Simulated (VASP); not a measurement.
Write the native input for VASP 6.6.1 that does the following.

```yaml
Task: relaxation of cell and atoms
Functional: r2SCAN
Potentials_or_basis: VASP PAW PBE potentials, release 64 (Na_pv)
Cutoff: 600 eV
k_mesh: 9 × 9 × 9
Occupations: fermi-dirac, width 0.05 eV
Spin: no spin polarisation
Dipole_correction: no
Further_INCAR_settings: ALGO = Normal; EDIFF = 1e-07; IBRION = 2; EDIFFG = -0.01; NSW = 60; ISIF = 3
```

Na:

```
CELL_PARAMETERS angstrom
-2.14100 2.14100 2.14100
2.14100 -2.14100 2.14100
2.14100 2.14100 -2.14100
ATOMIC_POSITIONS crystal
Na 0.00000 0.00000 0.00000
```

The input as run:

POSCAR

```
Na
1.0
   -2.1410000000      2.1410000000      2.1410000000
    2.1410000000     -2.1410000000      2.1410000000
    2.1410000000      2.1410000000     -2.1410000000
Na
1
Direct
    0.0000000000      0.0000000000      0.0000000000
```

INCAR.step1

```
PREC = Accurate
ENCUT = 600
ISMEAR = -1
SIGMA = 0.05
LREAL = False
LASPH = True
NELM = 100
GGA = PE
ALGO = Normal
EDIFF = 1E-4
LWAVE = True
LCHARG = False
```

INCAR.step2

```
PREC = Accurate
ENCUT = 600
EDIFF = 1E-7
ISMEAR = -1
SIGMA = 0.05
LREAL = False
LASPH = True
NELM = 100
ALGO = Normal
ISIF = 3
LWAVE = False
LCHARG = False
METAGGA = R2SCAN
LMIXTAU = True
IBRION = 2
NSW = 60
EDIFFG = -0.01
ISTART = 1
```

KPOINTS

```
Automatic mesh
0
Gamma
  9 9 9
```

Potentials or basis: VASP PAW PBE potentials, release 64 (Na_pv).

Launch:

```sh
$ cat potpaw_PBE.64/Na_pv/POTCAR > POTCAR
$ cp INCAR.step1 INCAR
$ mpirun -np 1 vasp_std > vasp.out
$ cp INCAR.step2 INCAR
$ mpirun -np 1 vasp_std > vasp.out
```

Results of the run:

```json
{"Relaxed volume": "37.71 Å³/atom", "Relaxed cell": "a = 3.659 Å, b = 3.659 Å, c = 3.659 Å, α = 109.47°, β = 109.47°, γ = 109.47°", "Space group after relaxing (to 0.1 Å)": "Im-3m (No. 229)", "Energy gained by relaxing": "1.4 meV/atom", "Ionic steps": "5", "Pressure after relaxing": "0.0 GPa", "Band gap on the k mesh": "zero (an odd number of electrons rules out a gap without spin polarisation)"}
```

Caveat: the PAW data sets were made with another functional, which shifts forces and pressure a little.

Wall time 3.3 min on 1 thread of Intel(R) Xeon(R) Platinum 8259CL CPU @ 2.50GHz (Skylake/Cascade Lake), on a shared host, peak memory 0.16 GiB.
